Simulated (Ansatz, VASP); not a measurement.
# GePt in VASP and in Ansatz

```xyz
8
Lattice="5.8300 0.0000 0.0000 0.0000 3.7441 0.0000 0.0000 0.0000 6.1767" Properties=species:S:1:pos:R:3 pbc="T T T"
Ge    1.0831    0.9360    3.6313
Ge    1.8319    2.8080    0.5429
Ge    3.9982    0.9360    5.6338
Ge    4.7469    2.8080    2.5454
Pt    5.8174    0.9360    1.1872
Pt    2.9276    2.8080    4.2755
Pt    2.9024    0.9360    1.9012
Pt    0.0126    2.8080    4.9896
```

Alike in both runs: functional PBE; k mesh 4 × 6 × 4; occupations gaussian, width 0.1 eV; no spin polarisation.

Ansatz relaxed the structure, and its values are those at the end. VASP's run is a single point on that final structure, the one shown.

|  | VASP | Ansatz |
| --- | --- | --- |
| version | VASP 6.6.1 | Ansatz 0.2.0 |
| potentials or method | VASP PAW PBE potentials, release 64 (Ge_d, Pt), cutoff 520 eV | scalar-relativistic, plane waves, PAW |
| valence electrons in the cell | 96 | 128 |

```csv
,VASP,Ansatz,Ansatz less VASP
gap on the k mesh at the Fermi level (eV),none,none,-
pressure (GPa),0.1,0.1,+0.01
rms of the force components (eV/Å),0.008,0.008,-0.0006
```

A gap of «none» marks a metal or a gap that the smearing closes. The functional is the same, so the differences come from potentials, cutoffs and numerics. VASP's potentials hold 96 valence electrons a cell and Ansatz's 128, so a difference there can come from the potentials and not from the codes.

Neither program's run includes spin-orbit coupling.
